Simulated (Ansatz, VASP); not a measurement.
## Two plane-wave programs on B

```
B
1.0
     2.00712   -2.02098    0.21872
     2.00712    2.02098    0.21872
    -0.85999    0.00000    7.89586
B
8
Direct
  0.00000 0.00000 0.50000
  0.00000 0.00000 0.00000
  0.49998 0.00002 0.39077
  0.99998 0.50002 0.10923
  0.50002 0.99998 0.60923
  0.00002 0.49998 0.89077
  0.50015 0.49985 0.75000
  0.49985 0.50015 0.25000
```

Alike in both runs: functional PBE; k mesh 6 × 6 × 2; occupations gaussian, width 0.1 eV; no spin polarisation.

Ansatz relaxed the structure, and its values are those at the end. VASP's run is a single point on that final structure, the one shown.

|  | VASP | Ansatz |
| --- | --- | --- |
| version | VASP 6.6.1 | Ansatz 0.2.0 |
| potentials or method | VASP PAW PBE potentials, release 64 (B), cutoff 520 eV | scalar-relativistic, plane waves, PAW |
| valence electrons in the cell | 24 | 24 |

|  | VASP | Ansatz | Ansatz less VASP |
| --- | --- | --- | --- |
| gap on the k mesh at the Fermi level (eV) | none | none | - |
| pressure (GPa) | 0.1 | 0.1 | -0.03 |
| rms of the force components (eV/Å) | 0.004 | 0.001 | -0.0025 |

A gap of «none» marks a metal or a gap that the smearing closes. With one functional, cell and mesh, what is left measures potentials, basis and numerics.

The k mesh is coarse, so the values compare programs but aren't converged.
